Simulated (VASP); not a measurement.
Write the native input for VASP 6.6.1 that does the following.

```
Task                   : single point
Functional             : PBE
Potentials or basis    : VASP PAW PBE potentials, release 64 (Mg, O, H)
Cutoff                 : 520 eV
k mesh                 : 2 × 2 × 2
Occupations            : fermi-dirac, width 0.05 eV
Spin                   : collinear spin
Starting moments       : [0.0, 0.0, 0.0, 0.0, 0.0, 0.0, 0.0, 0.0, 0.0, 0.0, 0.0, 0.0, 0.0, 0.0, 0.0, 0.0, 1.0] μB
Dipole correction      : no
Further INCAR settings : LREAL = Auto; ALGO = Normal; EDIFF = 1e-06; NBANDS = 50
```

The structure of Mg8HO8 (a cell with a defect) lies in POSCAR:

```
Mg8HO8
1.0
    0.0000000000      3.9520000000      3.9520000000
    3.9520000000      0.0000000000      3.9520000000
    3.9520000000      3.9520000000      0.0000000000
Mg O H
8 8 1
Direct
   -0.0001315265      0.0045110829     -0.0018227576
   -0.0006373076      0.0019730631      0.4996999492
   -0.0001392641      0.5004390123     -0.0017928837
   -0.0001722029      0.5004066622      0.5023181679
    0.5014242196      0.0019839027     -0.0023982414
    0.5014793170      0.0020364420      0.4997822016
    0.5039953075      0.5004242035     -0.0018443586
    0.5014442184      0.4998335260      0.4997299159
    0.2560544464      0.2361625868      0.2543126506
    0.2508773259      0.2515125661      0.7491843266
    0.2559807780      0.7564590025      0.2543343347
    0.2560366792      0.7565254247      0.7338907979
    0.7508908892      0.2514384870      0.2492134049
    0.7508851726      0.2514228846      0.7492126074
    0.7355482699      0.7565847483      0.2543512827
    0.7509662582      0.7514241683      0.7491879329
    0.1259183191      0.6264487372      0.1242164689
```

These files were run (other wordings do the same):

INCAR

```
PREC = Accurate
ENCUT = 520
EDIFF = 1E-6
ISMEAR = -1
SIGMA = 0.05
LREAL = Auto
LASPH = True
NELM = 150
ALGO = Normal
ISIF = 2
LWAVE = False
LCHARG = False
ISPIN = 2
MAGMOM = 0 0 0 0 0 0 0 0 0 0 0 0 0 0 0 0 1
LORBIT = 11
GGA = PE
NBANDS = 50
```

KPOINTS

```
Automatic mesh
0
Gamma
  2 2 2
```

Potentials or basis: VASP PAW PBE potentials, release 64 (Mg, O, H).

Run with:

```bash
$ cat potpaw_PBE.64/Mg/POTCAR potpaw_PBE.64/O/POTCAR potpaw_PBE.64/H/POTCAR > POTCAR
$ mpirun -np 1 vasp_std > vasp.out
```

It gave:

```json
{"Pressure": "60.9 GPa", "Largest force": "0.023 eV/Å", "Net moment": "0.75 μB per cell", "Site moments": "Mg +0.01, +0.00 (each value once); O +0.08, -0.00 (each value once); H +0.24 μB", "Valence electrons inside the program's atomic spheres": "Mg 0.56, 0.58 (each value once); O 5.22, 5.24 (each value once); H 0.64"}
```

Caveat: the k points lie up to 0.69 Å⁻¹ apart; a moment this small can come from the mesh or the smearing.

It took 7.4 min on 1 thread of Intel Xeon 8259CL, with other jobs on the host, peak memory 0.35 GiB.
